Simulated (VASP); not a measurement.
Set up this calculation in VASP 6.6.1, as the native input.

```yaml
Task: relaxation of cell and atoms
Functional: LDA
Potentials_or_basis: VASP PAW LDA potentials, release 64 (Fe_sv)
Cutoff: 600 eV
k_mesh: 11 × 11 × 11
Occupations: fermi-dirac, width 0.1 eV
Spin: no spin polarisation
Dipole_correction: no
Further_INCAR_settings: ALGO = Normal; EDIFF = 1e-07; IBRION = 2; EDIFFG = -0.01; NSW = 80; ISIF = 3
```

The structure of Fe lies in POSCAR:

```
Fe
1.0
    0.0000000000      2.5145090540      2.5145090540
    2.5145090540      0.0000000000      2.5145090540
    2.5145090540      2.5145090540      0.0000000000
Fe
2
Direct
    0.1250000000      0.1250000000      0.1250000000
    0.8750000000      0.8750000000      0.8750000000
```

This isn't the form of Fe at room conditions, which is bcc.

These files were run (other wordings do the same):

INCAR

```
SYSTEM = Fe
ALGO = Normal ; EDIFF = 1E-7
EDIFFG = -0.01 ; ENCUT = 600
GGA_COMPAT = .FALSE. ; IBRION = 2
ISIF = 3 ; ISMEAR = -1
LASPH = .TRUE. ; LCHARG = .FALSE.
LREAL = .FALSE. ; LWAVE = .FALSE.
NELM = 120 ; NELMIN = 4
NSW = 80 ; PREC = Accurate
SIGMA = 0.1
```

KPOINTS

```
k-points
0
G
  11 11 11
  0 0 0
```

Potentials or basis: VASP PAW LDA potentials, release 64 (Fe_sv).

Command:

```bash
$ cat potpaw_LDA.64/Fe_sv/POTCAR > POTCAR
$ mpirun -np 1 vasp_std > vasp.out
```

It gave:

| Quantity | Value |
| --- | --- |
| Relaxed volume | 13.37 Å³/atom |
| Relaxed cell | a = 3.357 Å, b = 3.357 Å, c = 3.357 Å, α = 60.00°, β = 60.00°, γ = 60.00° |
| Space group after relaxing (to 0.1 Å) | Fd-3m (No. 227) |
| Energy gained by relaxing | 219.8 meV/atom |
| Ionic steps | 7 |
| Pressure after relaxing | 0.0 GPa |
| Band gap on the k mesh | zero (bands 16 and 17 overlap by 0.74 eV) |

Caveat: the volume moved by over 15 % at a fixed basis, so the end points are rough; the run has no spin polarisation, though such a crystal can be magnetic.

Run time: 110 s on 1 thread of AMD EPYC 9R45 96-Core Processor (Zen 5), on a shared host, peak memory 0.13 GiB.
